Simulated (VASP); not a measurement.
# H11C2NO4 in VASP: single point with PBE+D3(BJ)

Aim: the single point of H11C2NO4 with PBE+D3(BJ).

Everything below comes from runs of VASP 6.6.1. Logs are shortened: lines on timing, memory, paths and dates and some standing lists are left out, and cuts for length are marked.

## (1) The cell of the first run

The cell holds a disordered packing, 18 atoms: a = 5.491 Å, b = 5.491 Å, c = 5.491 Å, α = 90.00°, β = 90.00°, γ = 90.00°.

## (2) Single point, PBE+D3(BJ)

Contents of INCAR:

```
ALGO = Normal
EDIFF = 1E-6
ENCUT = 1000
GGA = PE
GGA_COMPAT = False
ISIF = 2
ISMEAR = -1
IVDW = 12
LASPH = True
LCHARG = False
LREAL = Auto
LWAVE = False
NBANDS = 39
NELM = 120
PREC = Accurate
SIGMA = 0.05
```

Contents of KPOINTS:

```
k-points
0
Gamma
  1 1 1
```

Contents of POSCAR:

```
H11C2NO4
1.0
    5.4914470000      0.0000000000      0.0000000000
    0.0000000000      5.4914470000      0.0000000000
    0.0000000000      0.0000000000      5.4914470000
O H C N
4 11 2 1
Direct
    0.6042123324      0.3702667075      0.8974319519
    0.2900510558      0.6391757946      0.0976609626
    0.9015838631      0.8295263525      0.8707905221
    0.5284763743      1.0735603931      0.3053111502
    0.5782264675      0.3119760602      0.7378929452
    0.4657606638      0.4812939103      0.9510243839
    0.2141329963      0.7432467253     -0.0232179242
    0.3577199234      0.7491468096      0.2207068556
    0.8525803855      0.8386314208      0.7040403012
    0.8343338286      0.6646881960      0.9142763283
    0.5522588127      1.1391350950      0.1375047415
    0.6253178807      0.9165161751      0.3045281144
    0.9702178679      0.0892842997      0.4736092327
    1.0872179955      0.2520465007      0.2139144746
    1.2041452827      0.3241768517      0.5041112115
    1.0385058801      0.2661775667      0.4079070598
    0.8594820272      0.4495536422      0.4034637865
    0.7139648257      0.6012258700      0.3839971505
```

Potentials or basis: VASP PAW PBE potentials, release 64 (O_h, H_h, C_h, N_h).

The run is started by

```console
> cat potpaw_PBE.64/O_h/POTCAR potpaw_PBE.64/H_h/POTCAR potpaw_PBE.64/C_h/POTCAR potpaw_PBE.64/N_h/POTCAR > POTCAR
> mpirun -np 1 vasp_gam > vasp.out
```

OUTCAR:

```text
EDIFF = 1E-6
   ENCUT = 1000
   GGA = PE
   ISIF = 2
   ISMEAR = -1
   IVDW = 12
   LASPH = True
   LREAL = Auto
   NELM = 120
   PREC = Accurate
 IVDW          = 12

 ion  position               nearest neighbor table
   1  0.604  0.370  0.897-   5 0.94   6 1.02
   2  0.290  0.639  0.098-   7 0.97   8 0.98
   3  0.902  0.830  0.871-   9 0.96  10 1.01
   4  0.528  0.074  0.305-  11 1.00  12 1.01
   5  0.578  0.312  0.738-   1 0.94
   6  0.466  0.481  0.951-   1 1.02
   7  0.214  0.743  0.977-   2 0.97
   8  0.358  0.749  0.221-   2 0.98
   9  0.853  0.839  0.704-   3 0.96
  10  0.834  0.665  0.914-   3 1.01
  11  0.552  0.139  0.138-   4 1.00
  12  0.625  0.917  0.305-   4 1.01
  13  0.970  0.089  0.474-  16 1.10
  14  0.087  0.252  0.214-  16 1.10
  15  0.204  0.324  0.504-  16 1.10
  16  0.039  0.266  0.408-  15 1.10  14 1.10  13 1.10  17 1.41
  17  0.859  0.450  0.403-  18 1.16  16 1.41
  18  0.714  0.601  0.384-  17 1.16

  LATTYP: Found a simple cubic cell.
 ALAT       =     5.4914470000

  Lattice vectors:

 A1 = (   5.4914470000,   0.0000000000,   0.0000000000)
 A2 = (   0.0000000000,   5.4914470000,   0.0000000000)
 A3 = (   0.0000000000,   0.0000000000,   5.4914470000)

Analysis of symmetry for initial positions (statically):
=====================================================================
 Subroutine PRICEL returns:
 Original cell was already a primitive cell.

 Routine SETGRP: Setting up the symmetry group for a
 simple cubic supercell.

 Subroutine GETGRP returns: Found  1 space group operations
 (whereof  1 operations were pure point group operations)
 out of a pool of 48 trial point group operations.

The static configuration has the point symmetry C_1 .

Analysis of symmetry for dynamics (positions and initial velocities):
=====================================================================
 Subroutine PRICEL returns:
 Original cell was already a primitive cell.

 Routine SETGRP: Setting up the symmetry group for a
 simple cubic supercell.

 Subroutine GETGRP returns: Found  1 space group operations
 (whereof  1 operations were pure point group operations)
 out of a pool of 48 trial point group operations.

The dynamic configuration has the point symmetry C_1 .

 Subroutine INISYM returns: Found  1 space group operations
 (whereof  1 operations are pure point group operations),
 and found     1 'primitive' translations

----------------------------------------------------------------------------------------

                                     Primitive cell

  volume of cell :     165.6000

  direct lattice vectors                    reciprocal lattice vectors
     5.491447000  0.000000000  0.000000000     0.182101366  0.000000000  0.000000000
     0.000000000  5.491447000  0.000000000     0.000000000  0.182101366  0.000000000
     0.000000000  0.000000000  5.491447000     0.000000000  0.000000000  0.182101366

  length of vectors
     5.491447000  5.491447000  5.491447000     0.182101366  0.182101366  0.182101366

  position of ions in fractional coordinates (direct lattice)
     0.604212332  0.370266708  0.897431952
     0.290051056  0.639175795  0.097660963
     0.901583863  0.829526352  0.870790522
     0.528476374  0.073560393  0.305311150
     0.578226468  0.311976060  0.737892945
     0.465760664  0.481293910  0.951024384
     0.214132996  0.743246725  0.976782076
     0.357719923  0.749146810  0.220706856
     0.852580385  0.838631421  0.704040301
     0.834333829  0.664688196  0.914276328
     0.552258813  0.139135095  0.137504742
     0.625317881  0.916516175  0.304528114
     0.970217868  0.089284300  0.473609233
     0.087217995  0.252046501  0.213914475
     0.204145283  0.324176852  0.504111212
     0.038505880  0.266177567  0.407907060
     0.859482027  0.449553642  0.403463786
     0.713964826  0.601225870  0.383997151

  ion indices of the primitive-cell ions
   primitive index   ion index
                 1           1
                 2           2
                 3           3
                 4           4
                 5           5
                 6           6
                 7           7
                 8           8
                 9           9
                10          10
                11          11
                12          12
                13          13
                14          14
                15          15
                16          16
                17          17
                18          18

----------------------------------------------------------------------------------------

 KPOINTS: k-points

Automatic generation of k-mesh.
 Grid dimensions read from file:
 generate k-points for:    1    1    1

 Generating k-lattice:

  Cartesian coordinates                     Fractional coordinates (reciprocal lattice)
     0.182101366  0.000000000  0.000000000     1.000000000  0.000000000  0.000000000
     0.000000000  0.182101366  0.000000000     0.000000000  1.000000000  0.000000000
     0.000000000  0.000000000  0.182101366     0.000000000  0.000000000  1.000000000

  Length of vectors
     0.182101366  0.182101366  0.182101366

  Shift w.r.t. Gamma in fractional coordinates (k-lattice)
     0.000000000  0.000000000  0.000000000

 Subroutine IBZKPT returns following result:
 ===========================================

 Found      1 irreducible k-points:

 Following reciprocal coordinates:
            Coordinates               Weight
  0.000000  0.000000  0.000000      1.000000
   k-points           NKPTS =      1   k-points in BZ     NKDIM =      1   number of bands    NBANDS=     39
   number of dos      NEDOS =    301   number of ions     NIONS =     18
   total plane-waves  NPLWV = 216000
   dimension x,y,z NGX =    60 NGY =   60 NGZ =   60
   dimension x,y,z NGXF=   120 NGYF=  120 NGZF=  120
   ions per type =               4  11   2   1
   NGX,Y,Z   is equivalent  to a cutoff of  18.16, 18.16, 18.16 a.u.
   NGXF,Y,Z  is equivalent  to a cutoff of  36.33, 36.33, 36.33 a.u.
 SYSTEM =  unknown system
   PREC   = accura    normal or accurate (medium, high low for compatibility)
   ISTART =      0    job   : 0-new  1-cont  2-samecut
   ICHARG =      2    charge: 1-file 2-atom 10-const
   ISPIN  =      1    spin polarized calculation?
   LNONCOLLINEAR =      F non collinear calculations
   LSORBIT =      F    spin-orbit coupling
   LASPH  =      T    aspherical Exc in radial PAW
   ENCUT  = 1000.0 eV  73.50 Ry    8.57 a.u.  14.16 14.16 14.16*2*pi/ulx,y,z
   NELM   =    120;   NELMIN=  2; NELMDL= -5     # of ELM steps
   EDIFF  = 0.1E-05   stopping-criterion for ELM
   LREAL  =      T    real-space projection
   EDIFFG = 0.1E-04   stopping-criterion for IOM
   NSW    =      0    number of steps for IOM
   IBRION =     -1    ionic relax: 0-MD 1-quasi-New 2-CG
   NFREE  =      0    steps in history (QN), initial steepest desc. (CG)
   ISIF   =      2    stress and relaxation
   ISYM   =      2    0-nonsym 1-usesym 2-fastsym
   POTIM  = 0.5000    time-step for ionic-motion
   TEBEG  =    0.0;   TEEND  =   0.0 temperature during run
   PSTRESS=    0.0 pullay stress
   NELECT =      48.0000    total number of electrons
   NUPDOWN=      -1.0000    fix difference up-down
   EMIN   =  10.00;   EMAX   =-10.00  energy-range for DOS
   EFERMI =   0.00;   METHOD = LEGACY
   ISMEAR =    -1;   SIGMA  =   0.05  broadening in eV -4-tet -1-fermi 0-gaus
   EFERMI_NEDOS =   21; number of points for ismear=-14 and -15
   IALGO  =     38    algorithm
   IMIX   =      4    mixing-type and parameters
     AMIX     =   0.40;   BMIX     =  1.00
     AMIX_MAG =   1.60;   BMIX_MAG =  1.00
  volume/ion in A,a.u.               =       9.20        62.08
  Fermi-wavevector in a.u.,A,eV,Ry     =   1.083432  2.047390 15.970866  1.173826
  Thomas-Fermi vector in A             =   2.219498
   LORBIT       =      0    0 simple, 1 ext, 2 COOP (PROOUT), +10 PAW based schemes
   GGA     = PE    functional components
   LHFCALC =     F    Hartree Fock is set to
   AEXX    =    0.0000 exact exchange contribution
   IVDW    =    12    specifies the selected vdW correction
   LEPSILON=     F    determine dielectric tensor
   LRPA    =     F    only Hartree local field effects (RPA)
 non-spin polarized calculation
  energy-cutoff  :     1000.00
  volume of cell :      165.60
 maximum number of plane-waves:      5919
 NGX is ok and might be reduce to    60
   NGX = 29   NGY = 29   NGZ = 29

 number of electron      47.9999999 magnetization

 Free energy of the ion-electron system (eV)
  ---------------------------------------------------
  ext. energy  EPLUGINS =         0.00000000
  ---------------------------------------------------
  free energy    TOTEN  =       -95.09913679 eV

  energy without entropy =      -95.09913679  energy(sigma->0) =      -95.09913679

 E-fermi :  -1.2665     XC(G=0):  -7.4883

 val. band max:       -2.5419857529   @ k =   0.0000   0.0000   0.0000
 cond. band min:       2.6308958707   @ k =   0.0000   0.0000   0.0000
 fundamental gap:      5.1728816236
 Fermi energy:        -1.2664543430

 k-point     1 :       0.0000    0.0000    0.0000
  band No.  band energies     occupation
      1     -21.4513      2.00000
      2     -20.8595      2.00000
      3     -20.5283      2.00000
      4     -20.1370      2.00000
      5     -18.7495      2.00000
      6     -15.0439      2.00000
      7      -9.3650      2.00000
      8      -9.0702      2.00000
      9      -8.5333      2.00000
     10      -8.3779      2.00000
     11      -8.0433      2.00000
     12      -7.0719      2.00000
     13      -6.8823      2.00000
     14      -5.9388      2.00000
     15      -5.5186      2.00000
     16      -5.2998      2.00000
     17      -4.7900      2.00000
     18      -4.5030      2.00000
     19      -4.0227      2.00000
     20      -3.9000      2.00000
     21      -3.2868      2.00000
     22      -2.9408      2.00000
     23      -2.8364      2.00000
     24      -2.5420      2.00000
     25       2.6309      0.00000
     26       3.5383      0.00000
     27       3.7771      0.00000
     28       5.7763      0.00000
     29       6.5043      0.00000
     30       6.9383      0.00000
     31       7.2669      0.00000
     32       7.9708      0.00000
     33       8.0793      0.00000
     34       8.7324      0.00000
     35       8.7711      0.00000
     36       9.3927      0.00000
 [bands above 36 left out]

------------------------ aborting loop because EDIFF is reached ----------------------------------------

 Edisp (eV)   -0.85859

 E8    (eV) :    -0.1906

  FORCE on cell =-STRESS in cart. coord.  units (eV):
  Direction    XX          YY          ZZ          XY          YZ          ZX
  --------------------------------------------------------------------------------------
  -------------------------------------------------------------------------------------
  Total       2.62116    -0.26208     2.31782    -1.62779     0.21990     0.92683
  in kB      25.35968    -2.53560    22.42482   -15.74888     2.12757     8.96711
  external pressure =       15.08 kB  Pullay stress =        0.00 kB

 VOLUME and BASIS-vectors are now :
 -----------------------------------------------------------------------------
  energy-cutoff  :     1000.00
  volume of cell :      165.60
      direct lattice vectors                 reciprocal lattice vectors
     5.491447000  0.000000000  0.000000000     0.182101366  0.000000000  0.000000000
     0.000000000  5.491447000  0.000000000     0.000000000  0.182101366  0.000000000
     0.000000000  0.000000000  5.491447000     0.000000000  0.000000000  0.182101366

 POSITION                                       TOTAL-FORCE (eV/Angst)
 -----------------------------------------------------------------------------------
      3.31800      2.03330      4.92820         0.354859      0.203370      1.274023
      1.59280      3.51000      0.53630        -0.042251     -0.133527      0.216979
      4.95100      4.55530      4.78190        -0.100338     -0.979284      0.892411
      2.90210      0.40395      1.67660         0.568437     -1.541226     -0.580396
      3.17530      1.71320      4.05210        -0.383957     -0.323090     -1.283736
      2.55770      2.64300      5.22250         0.392028     -0.259950      0.036097
      1.17590      4.08150      5.36395        -0.764121      0.442949     -0.159378
      1.96440      4.11390      1.21200         0.047417      0.023719     -0.224298
      4.68190      4.60530      3.86620        -0.273681      0.125825     -0.884498
      4.58170      3.65010      5.02070         0.182239      0.753525     -0.103125
      3.03270      0.76405      0.75510         0.076037      0.138957      0.427843
      3.43390      5.03300      1.67230        -0.641137      1.204720      0.119434
      5.32790      0.49030      2.60080         0.082186      0.172793      0.000756
      0.47895      1.38410      1.17470         0.195693     -0.422205      0.188644
      1.12105      1.78020      2.76830        -0.169371     -0.089928      0.016468
      0.21145      1.46170      2.24000         0.611679     -0.190153     -0.552599
      4.71980      2.46870      2.21560        -0.476072      0.432874      0.213191
      3.92070      3.30160      2.10870         0.340354      0.440632      0.402184
 -----------------------------------------------------------------------------------
    total drift:                               -0.001269      0.000574      0.003090

  FREE ENERGIE OF THE ION-ELECTRON SYSTEM (eV)
  ---------------------------------------------------
  free  energy   TOTEN  =       -95.9577254287 eV

  energy  without entropy=      -95.9577254286  energy(sigma->0) =      -95.95772543
```

It took 31 s on 1 thread of AMD EPYC 7R13 (Zen 3), shared host; peak memory 0.41 GiB.

What came out:

| Item | Value |
| --- | --- |
| Free energy | -95.9577 eV |
| Pressure | 1.5 GPa |
| Largest force | 1.742 eV/Å |
| Dispersion energy per atom | -0.048 eV |

Forces in eV/Å, atoms in the order of the input:
```
O    0.355  0.203  1.274
O   -0.042 -0.134  0.217
O   -0.100 -0.979  0.892
O    0.568 -1.541 -0.580
H   -0.384 -0.323 -1.284
H    0.392 -0.260  0.036
H   -0.764  0.443 -0.159
H    0.047  0.024 -0.224
H   -0.274  0.126 -0.884
H    0.182  0.754 -0.103
H    0.076  0.139  0.428
H   -0.641  1.205  0.119
H    0.082  0.173  0.001
H    0.196 -0.422  0.189
H   -0.169 -0.090  0.016
C    0.612 -0.190 -0.553
C   -0.476  0.433  0.213
N    0.340  0.441  0.402
```

Caveat: the k points lie up to 1.14 Å⁻¹ apart, too coarse for converged energies, forces and pressures.
